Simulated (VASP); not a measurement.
# Cs4Rb8Mo4F23 (a cell with a defect) in VASP: a series of runs, part 2 of 2

VASP 6.6.1. Earlier steps stand in the parts before.

### 3 Single point, PBEsol

The input, INCAR:

```
  PREC = Accurate
  ENCUT = 520
  EDIFF = 1E-6
  ISMEAR = -1
  SIGMA = 0.05
  LREAL = Auto
  LASPH = T
  NELM = 80
  ALGO = Normal
  ISIF = 2
  LWAVE = F
  LCHARG = T
  GGA = PS
  LELF = T
  LVHAR = T
  NBANDS = 188
```

The input, KPOINTS:

```
Automatic mesh
0
Gamma
  1 1 1
```

The input, POSCAR:

```
Cs4Rb8Mo4F23
1.0
    9.9284620000      0.0000000000      0.0000000000
    0.0000000000      9.9284620000      0.0000000000
    0.0000000000      0.0000000000      9.9284620000
Cs Rb Mo F
4 8 4 23
Direct
    0.5019407840      0.4635360442      0.5224877730
    0.0121670406      0.0106965208      0.4908715972
    0.0042201904      0.5263453695      0.0069396448
    0.4724296674      0.0029309676      0.0284636231
    0.2829743418      0.3342713101      0.2757929677
    0.7910792225      0.7745811990      0.7898705761
    0.7573781317      0.7781467059      0.2492430348
    0.2060238534      0.2445595300      0.7341821926
    0.6855543185      0.2313550679      0.7568946731
    0.2667986240      0.7656271435      0.2131246511
    0.2815944705      0.7417362327      0.7654055583
    0.7759912865      0.2816045426      0.2047044144
   -0.0101425578     -0.0034043541      0.0068792125
    0.4895924464      0.5026861159     -0.0137584250
    0.5090012935     -0.0096792434      0.4909723178
   -0.0028705352      0.4911838309      0.5141178966
    0.5010141551      0.4343472332      0.1756364682
    0.7995800357      0.4796714738      0.5188316176
    0.4910629662      0.5690810923      0.7981800202
    0.4648655552      0.1838049035      0.4441473412
    0.5513643503      0.8126434890      0.5988339382
    0.1926078782      0.4720066411      0.4918788026
    0.0890470246     -0.0063051055      0.1755357476
    0.3233532042     -0.0544998813      0.5330835733
    0.0005338188     -0.0061439526      0.7974246162
   -0.0094173700      0.6847485542      0.5091423022
    0.0111195470      0.2800232302      0.5339497699
    0.7124869894      0.0238808387      0.4187053342
    0.0042504066      0.5356318028      0.7076725479
    0.2814333177      0.5026055395     -0.0122274729
   -0.0156217549      0.4328867855      0.3070062614
   -0.0035252187      0.1974525360      0.0564337155
    0.0198117291      0.8045757742     -0.0080576428
    0.6976105665      0.5061911905      0.0103943592
    0.4998558689      0.0501386821      0.6987084203
    0.7898806482     -0.0242736488     -0.0380320738
    0.4891190599     -0.0878182341      0.3038033484
    0.4956457506      0.6952234898      0.0645014303
    0.4850096621      0.3101386700     -0.0903362474
```

Potentials or basis: VASP PAW PBE potentials, release 64 (Cs_sv, Rb_sv, Mo_sv, F).

Run with:

```sh
cat potpaw_PBE.64/Cs_sv/POTCAR potpaw_PBE.64/Rb_sv/POTCAR potpaw_PBE.64/Mo_sv/POTCAR potpaw_PBE.64/F/POTCAR > POTCAR
mpirun -np 1 vasp_gam > vasp.out
```

Wall time 14 min (1 thread of AMD EPYC 7R13 (Zen 3), shared host); peak memory 0.98 GiB.

It converged, with:

```yaml
Free_energy: -191.8666 eV
Pressure: -1.2 GPa
Largest_force: 2.580 eV/Å
Band_gap_on_the_k_mesh: zero (an odd number of electrons rules out a gap without spin polarisation)
```

Forces in eV/Å, atoms in the order of the input:
```
Cs   0.318  0.414  0.089
Cs  -0.132 -0.287 -0.096
Cs  -0.228 -0.454  0.003
Cs   0.286  0.233 -0.311
Rb  -0.636 -0.408 -0.252
Rb  -0.186 -0.229 -0.467
Rb  -0.287  0.115  0.113
Rb   0.012 -0.089  0.169
Rb   0.330 -0.182 -0.062
Rb  -0.001 -0.031  0.179
Rb  -0.012  0.171 -0.287
Rb   0.017  0.011  0.212
Mo   0.779  2.228  0.542
Mo   0.784  0.034  0.722
Mo   1.514 -0.464  2.037
Mo  -0.660 -2.088 -1.166
F   -0.013 -0.174  0.587
F   -0.648 -0.061  0.084
F   -0.080  0.080 -0.624
F   -0.133  0.160 -0.370
F    0.020  0.290 -0.936
F    1.256  0.213  0.153
F    0.368 -0.402  0.353
F   -1.232 -0.152  0.107
F   -0.458  0.062  0.122
F   -0.036  1.470 -0.419
F   -0.026  0.489  0.176
F   -0.569 -0.144  0.225
F    0.212 -0.001  0.970
F    0.111  0.059 -0.071
F    0.125  0.356  0.328
F   -0.418  0.113 -0.402
F    0.106 -1.833 -0.107
F   -0.046 -0.032 -0.278
F    0.149  0.291 -0.530
F   -0.297  0.215 -0.356
F    0.049 -0.107 -0.412
F   -0.150  0.183 -0.083
F   -0.188 -0.048  0.057
```

Stress tensor (GPa, compression positive):
```
-1.36  0.24  0.20
 0.24 -0.62  0.10
 0.20  0.10 -1.57
```

Levels at points of the mesh, in eV from the Fermi level:
```
           k point  band 159  band 160  band 161  band 162  band 163  band 164  band 165  band 166  band 167  band 168
(0.00, 0.00, 0.00)     -0.05     -0.03     -0.01     -0.01      0.00      0.01      0.02      0.04      0.04      0.06
```

Caveat: the k points lie up to 0.63 Å⁻¹ apart, too coarse for converged energies and pressures of a metal; the PAW data sets were made with another functional, which shifts forces and pressure a little; spin-orbit coupling is left out, which moves the levels of the heavy elements; an odd number of electrons without spin polarisation forces a metal; a magnetic or distorted state may lie lower.

### 4 Single point, PBEsol

The input, INCAR:

```
PREC     = Accurate       # precision mode
ENCUT    = 520            # plane-wave cutoff, eV
EDIFF    = 1E-6           # SCF threshold, eV
ISMEAR   = -1             # smearing method
SIGMA    = 0.05           # smearing width, eV
LREAL    = Auto         
LASPH    = T              # aspherical terms in the spheres
NELM     = 100            # most SCF steps
ALGO     = Normal         # electronic algorithm
ISIF     = 2              # what is computed and relaxed
LWAVE    = F              # write WAVECAR
LCHARG   = F              # write CHGCAR
GGA      = PS             # functional
NBANDS   = 188            # bands
```

KPOINTS is that of step 3.

The input, POSCAR:

```
Cs4Rb8Mo4F23
1.0
    9.9284620000      0.0000000000      0.0000000000
    0.0000000000      9.9284620000      0.0000000000
    0.0000000000      0.0000000000      9.9284620000
Cs Rb Mo F
4 8 4 23
Direct
    0.5110962806      0.4583992969      0.5263957298
    0.0067079876      0.0009266289      0.4950615715
    0.0020949871      0.5151553181      0.0035453628
    0.4750081130      0.0316866802      0.0275672103
    0.2487495042      0.3320554583      0.2732447382
    0.7962663301      0.7896087027      0.7797481624
    0.7751049458      0.7971123826      0.2458991131
    0.2081893449      0.2436731893      0.7309087752
    0.7067962792      0.2177577957      0.7502471178
    0.2795901319      0.7570155378      0.2140814962
    0.2917168842      0.7423103397      0.7465406022
    0.7662415387      0.3148826072      0.2221290669
    0.0104749356      0.0206577816      0.0305082499
    0.4924931978      0.4970961263     -0.0053684045
    0.4933090342     -0.0201138908      0.5116099553
   -0.0014906639      0.4954946698      0.5053350660
    0.5034012317      0.4036979746      0.1719702407
    0.7970015900      0.4838413039      0.5143696979
    0.4763879844      0.5544665428      0.8065901849
    0.4731447831      0.1668536376      0.4420019939
    0.5456232798      0.7985325421      0.6185147307
    0.2013907089      0.4932385298      0.4946284732
    0.1426807093      0.0173037878      0.1683543735
    0.3084062768     -0.0796598708      0.5328015558
   -0.0080576428      0.0132749665      0.8363631749
   -0.0315557435      0.6689354303      0.4025799766
    0.0069497169      0.3007213000      0.5755977109
    0.6972882608      0.0373068860      0.4336724057
    0.0427659390      0.5436290132      0.6979026560
    0.2781901165      0.5360749731     -0.0254722232
   -0.0050460988      0.4129139035      0.3132408625
   -0.0210103035      0.2214038791      0.0270233194
    0.0325931650      0.8230982805      0.0493933501
    0.7025358006      0.5046199502     -0.0045122799
    0.4815952360      0.0803749866      0.6973889813
    0.7976462014      0.0412450589     -0.0215340503
    0.5007623537     -0.1139854290      0.3341504455
    0.5082962497      0.6792895012      0.0727705862
    0.4733764404      0.3026249181     -0.0756310494
```

Run with:

```sh
cat potpaw_PBE.64/Cs_sv/POTCAR potpaw_PBE.64/Rb_sv/POTCAR potpaw_PBE.64/Mo_sv/POTCAR potpaw_PBE.64/F/POTCAR > POTCAR
mpirun -np 1 vasp_gam > vasp.out
```

Wall time 13 min (1 thread of AMD EPYC 7R13 (Zen 3), shared host); peak memory 0.97 GiB.

The run converged. Its results:

| Quantity | Value |
| --- | --- |
| Free energy | -191.9946 eV |
| Pressure | -1.4 GPa |
| Largest force | 3.087 eV/Å |
| Band gap on the k mesh | zero (an odd number of electrons rules out a gap without spin polarisation) |

Forces in eV/Å, atoms in the order of the input:
```
Cs   0.058  0.241  0.061
Cs  -0.139  0.106 -0.170
Cs  -0.076 -0.060 -0.158
Cs   0.204  0.179 -0.015
Rb   0.047 -0.282 -0.165
Rb  -0.301 -0.017  0.012
Rb  -0.278  0.111  0.060
Rb   0.305  0.068  0.444
Rb   0.229 -0.021  0.226
Rb  -0.088 -0.025  0.086
Rb  -0.026 -0.214 -0.006
Rb  -0.102 -0.363 -0.054
Mo  -1.353  1.009 -0.128
Mo  -0.481 -0.364 -0.429
Mo   3.018  0.638  0.106
Mo  -0.022 -0.530 -0.221
F    0.046 -0.137  0.855
F   -0.294 -0.102 -0.006
F    0.236  0.233 -0.746
F   -0.597  0.413 -0.223
F   -0.328  0.551 -0.443
F    0.638 -0.013 -0.235
F    0.802  0.186  1.029
F   -1.424 -0.363  0.397
F    0.016 -0.292 -1.490
F    0.170  0.424  0.022
F   -0.073 -0.150  0.004
F   -0.218 -0.411  0.671
F   -0.285  0.303  0.331
F    0.576 -0.231  0.388
F   -0.031  0.252 -0.035
F    0.350  0.449  0.175
F    0.015 -1.064 -0.075
F   -0.204 -0.247  0.138
F   -0.187 -0.323 -0.193
F   -0.087 -0.433  0.172
F   -0.188 -0.300 -0.420
F    0.040  0.689  0.134
F    0.031  0.089 -0.096
```

Stress tensor (GPa, compression positive):
```
-1.86  0.38  0.14
 0.38 -1.40 -0.09
 0.14 -0.09 -1.08
```

Levels at points of the mesh, in eV from the Fermi level:
```csv
k point,band 160,band 161,band 162,band 163,band 164,band 165
"(0.00, 0.00, 0.00)",-0.03,-0.02,-0.01,0.00,0.01,0.02
```

Caveat: the k points lie up to 0.63 Å⁻¹ apart, too coarse for converged energies and pressures of a metal; the PAW data sets were made with another functional, which shifts forces and pressure a little; spin-orbit coupling is left out, which moves the levels of the heavy elements; an odd number of electrons without spin polarisation forces a metal; a magnetic or distorted state may lie lower.

### 5 The runs side by side

| cell | gap on the mesh (eV) | pressure (GPa) | largest force (eV/Å) |
| --- | --- | --- | --- |
| as given, atomic positions A | none | -2.7 | 1.85 |
| as given, atomic positions B | none | -1.2 | 2.58 |
| as given, atomic positions C | none | -1.4 | 3.09 |

Alike in all rows: task single point; level PBEsol; potentials or basis VASP PAW PBE potentials, release 64 (Cs_sv, Rb_sv, Mo_sv, F); no spin polarisation; k mesh 1 × 1 × 1; cutoff (eV) 520; smearing fermi-dirac 0.05 eV.

Caveats: all runs use coarse meshes; the PAW data sets were made with another functional, which shifts forces and pressure a little; spin-orbit coupling is left out, which moves the levels of the heavy elements; an odd number of electrons without spin polarisation forces a metal; a magnetic or distorted state may lie lower.

Total energies depend on the potentials used, so only differences within one code and one set of settings carry meaning.
